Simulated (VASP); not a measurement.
# Br (Fd-3m) in VASP: electric field gradients with PBE

Aim: the electric field gradients of Br with PBE.

Everything below comes from runs of VASP 6.6.1. Logs are shortened: lines on timing, memory, paths and dates and some standing lists are left out, and cuts for length are marked.

### Step 1. The cell of the first run

It takes space group Fd-3m (No. 227, cubic). The conventional cell has a = 6.463 Å, b = 6.463 Å, c = 6.463 Å, α = 90.00°, β = 90.00°, γ = 90.00°. Within 3.7 Å of Br (site symmetry -43m) lie 4 Br at 2.80 Å.

### Step 2. Electric field gradients, PBE

INCAR reads:

```
ALGO = Normal
EDIFF = 1E-8
ENCUT = 520
GGA = PE
ISIF = 2
ISMEAR = -1
LASPH = T
LCHARG = F
LEFG = T
LREAL = F
LWAVE = F
NBANDS = 14
NELM = 60
PREC = Accurate
SIGMA = 0.05
```

KPOINTS reads:

```
k-points
0
Gamma
  8 8 8
```

POSCAR reads:

```
Br
1.0
    0.0000000000      3.2316520351      3.2316520351
    3.2316520351      0.0000000000      3.2316520351
    3.2316520351      3.2316520351      0.0000000000
Br
2
Direct
   -0.1250000000     -0.1250000000     -0.1250000000
    0.1250000000      0.1250000000      0.1250000000
```

Potentials or basis: VASP PAW PBE potentials, release 64 (Br).

Started as:

```
$ cat potpaw_PBE.64/Br/POTCAR > POTCAR
$ mpirun -np 1 vasp_std > vasp.out
```

OUTCAR:

```text
EDIFF = 1E-8
   ENCUT = 520
   GGA = PE
   ISIF = 2
   ISMEAR = -1
   LASPH = T
   LREAL = F
   NELM = 60
   PREC = Accurate

 ion  position               nearest neighbor table
   1  0.875  0.875  0.875-
   2  0.125  0.125  0.125-

  LATTYP: Found a face centered cubic cell.
 ALAT       =     6.4633040702

  Lattice vectors:

 A1 = (   0.0000000000,   3.2316520351,   3.2316520351)
 A2 = (   3.2316520351,   0.0000000000,   3.2316520351)
 A3 = (   3.2316520351,   3.2316520351,   0.0000000000)

Analysis of symmetry for initial positions (statically):
=====================================================================
 Subroutine PRICEL returns:
 Original cell was already a primitive cell.

 Routine SETGRP: Setting up the symmetry group for a
 face centered cubic supercell.

 Subroutine GETGRP returns: Found 48 space group operations
 (whereof 12 operations were pure point group operations)
 out of a pool of 48 trial point group operations.

The static configuration has the point symmetry D_3d.
 The point group associated with its full space group is O_h .

Analysis of symmetry for dynamics (positions and initial velocities):
=====================================================================
 Subroutine PRICEL returns:
 Original cell was already a primitive cell.

 Routine SETGRP: Setting up the symmetry group for a
 face centered cubic supercell.

 Subroutine GETGRP returns: Found 48 space group operations
 (whereof 12 operations were pure point group operations)
 out of a pool of 48 trial point group operations.

The dynamic configuration has the point symmetry D_3d.
 The point group associated with its full space group is O_h .

 Subroutine INISYM returns: Found 48 space group operations
 (whereof 12 operations are pure point group operations),
 and found     1 'primitive' translations

----------------------------------------------------------------------------------------

                                     Primitive cell

  volume of cell :      67.5000

  direct lattice vectors                    reciprocal lattice vectors
     0.000000000  3.231652035  3.231652035    -0.154719628  0.154719628  0.154719628
     3.231652035  0.000000000  3.231652035     0.154719628 -0.154719628  0.154719628
     3.231652035  3.231652035  0.000000000     0.154719628  0.154719628 -0.154719628

  length of vectors
[... 129 lines left out ...]

 E-fermi :   0.7586     XC(G=0):  -7.7312

 val. band max:        0.7304597077   @ k =   0.5000   0.0000   0.0000
 cond. band min:       0.7852314442   @ k =  -0.2500   0.3750   0.1250
 fundamental gap:      0.0547717365
 Fermi energy:         0.7586345219

 k-point     1 :       0.0000    0.0000    0.0000
  band No.  band energies     occupation
      1     -15.6895      2.00000
      2     -12.3363      2.00000
      3      -2.9954      2.00000
      4      -2.9954      2.00000
      5      -2.9954      2.00000
      6      -0.6103      2.00000
      7      -0.6103      2.00000
      8      -0.6103      2.00000
      9       5.6375      0.00000
     10       9.2832      0.00000
     11       9.2832      0.00000
     12      11.1033      0.00000
     13      11.1033      0.00000
     14      11.1033      0.00000
[... 377 lines left out ...]
      1     -14.7794      2.00000
      2     -13.6548      2.00000
      3      -4.2758      2.00000
      4      -3.7817      2.00000
      5      -2.4399      2.00000
      6      -0.4334      2.00000
      7       0.6075      1.90714
      8       0.9971      0.01685
      9       7.3625      0.00000
     10       7.9690      0.00000
     11       9.5015      0.00000
     12      10.4078      0.00000
     13      11.8893      0.00000
     14      13.0794      0.00000

 [... further k-points ...]
[... 5 lines left out ...]
  --------------------------------------------------------------------------------------
  -------------------------------------------------------------------------------------
  Total        2.8036848      2.8036848      2.8036848      0.0000000      0.0000000      0.0000000
  in kB       66.5481508     66.5481508     66.5481508      0.0000000      0.0000000      0.0000000
  external PRESSURE =      66.5481508 kB  Pullay stress =       0.0000000 kB

 VOLUME and BASIS-vectors are now :
 -----------------------------------------------------------------------------
  energy-cutoff  :      520.00
  volume of cell :       67.50
      direct lattice vectors                 reciprocal lattice vectors
     0.000000000  3.231652035  3.231652035    -0.154719628  0.154719628  0.154719628
     3.231652035  0.000000000  3.231652035     0.154719628 -0.154719628  0.154719628
     3.231652035  3.231652035  0.000000000     0.154719628  0.154719628 -0.154719628

 POSITION                                       TOTAL-FORCE (eV/Angst)
 -----------------------------------------------------------------------------------
      5.65539      5.65539      5.65539         0.000000      0.000000      0.000000
      0.80791      0.80791      0.80791        -0.000000     -0.000000     -0.000000
 -----------------------------------------------------------------------------------
    total drift:                                0.000000      0.000000      0.000000

  FREE ENERGIE OF THE ION-ELECTRON SYSTEM (eV)
  ---------------------------------------------------
  free  energy   TOTEN  =        -1.7225673765 eV

  energy  without entropy=       -1.6951411059  energy(sigma->0) =       -1.70885424

 Electric field gradients (V/A^2)
---------------------------------------------------------------------
 ion       V_xx      V_yy      V_zz      V_xy      V_xz      V_yz
---------------------------------------------------------------------
   1       0.000    -0.000    -0.000     0.000     0.000     0.000
   2       0.000    -0.000    -0.000     0.000     0.000     0.000
---------------------------------------------------------------------

 Electric field gradients after diagonalization (V/A^2)
 (convention: |V_zz| > |V_xx| > |V_yy|)
----------------------------------------------------------------------
 ion       V_xx      V_yy      V_zz     asymmetry (V_yy - V_xx)/ V_zz
----------------------------------------------------------------------
   1      -0.000    -0.000     0.000       0.000
   2      -0.000    -0.000     0.000       0.000
----------------------------------------------------------------------

           NMR quadrupolar parameters

 Cq : quadrupolar parameter    Cq=e*Q*V_zz/h
 eta: asymmetry parameters     (V_yy - V_xx)/ V_zz
 Q  : nuclear electric quadrupole moment in mb (millibarn)
----------------------------------------------------------------------
 ion       Cq(MHz)       eta       Q (mb)
----------------------------------------------------------------------
   1       0.000       0.000       1.000
   2       0.000       0.000       1.000
----------------------------------------------------------------------
```

stdout:

```text
POSCAR found type information on POSCAR Br
 POSCAR found :  1 types and       2 ions
 scaLAPACK will be used
 LDA part: xc-table for (Slater+PW92), standard interpolation
 POSCAR, INCAR and KPOINTS ok, starting setup
 FFT: planning ... GRIDC
 FFT: planning ... GRID_SOFT
 FFT: planning ... GRID
 WAVECAR not read
 entering main loop
ion   1

ion   2
```

It took 12 s on 1 thread of Intel Xeon 6975P-C (Granite Rapids), shared host; peak memory 0.2 GiB.

Results:

```
Free energy            : -1.7226 eV
Pressure               : 6.7 GPa
Band gap on the k mesh : zero (band 7 reaches 1.32 eV, above the bottom of band 8 at -0.61 eV)
```

Caveat: without QUAD_EFG the Cq values of the log hold for a quadrupole moment of 1 mb, not for the nuclei.
